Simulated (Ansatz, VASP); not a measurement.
BN, level by level in two programs

```xyz
2
Lattice="0.0000 1.8130 1.8130 1.8130 0.0000 1.8130 1.8130 1.8130 0.0000" Properties=species:S:1:pos:R:3 pbc="T T T"
N     0.9065    0.9065    0.9065
B     0.0000    0.0000    0.0000
```

Single points on this cell with VASP 6.6.1 and Ansatz 0.2.0. Each row is one pair of runs. Alike in all rows: spin: off; smearing: fermi-dirac, width 0.05 eV; Ansatz's potentials, cutoff: Ansatz PAW, 420 eV.

```tsv
level	k mesh	VASP's potentials, cutoff	gap on the k mesh at the Fermi level (eV), VASP	gap on the k mesh at the Fermi level (eV), Ansatz	least direct gap on the mesh (eV), VASP	least direct gap on the mesh (eV), Ansatz	pressure (GPa), VASP	pressure (GPa), Ansatz
PBEsol	13 × 13 × 13	VASP PAW PBE potentials, release 64 (N, B), 520 eV	4.34	4.35	8.72	8.73	-5.7	-6.3
PBEsol	11 × 11 × 11	VASP PAW PBE potentials, release 64 (N, B), 600 eV	4.37	4.38	8.72	8.73	-6.0	-6.3
PBE-based global hybrid	7 × 7 × 7	VASP PAW PBE potentials, release 64 (N, B), 520 eV	?	8.97	?	13.85	?	-18.0
```

**Question.** Fill in what VASP gave in row 3.

**Answer.** gap on the k mesh at the Fermi level (eV): 8.98; least direct gap on the mesh (eV): 13.85; pressure (GPa): -17.5.

The k mesh is coarse in some rows, so the values compare programs but aren't converged. Noted on Ansatz's runs: Pulay correction over one GPa; odd divisions of the mesh miss points on the zone boundary, where band edges often lie, so the gap on the mesh can be too wide.
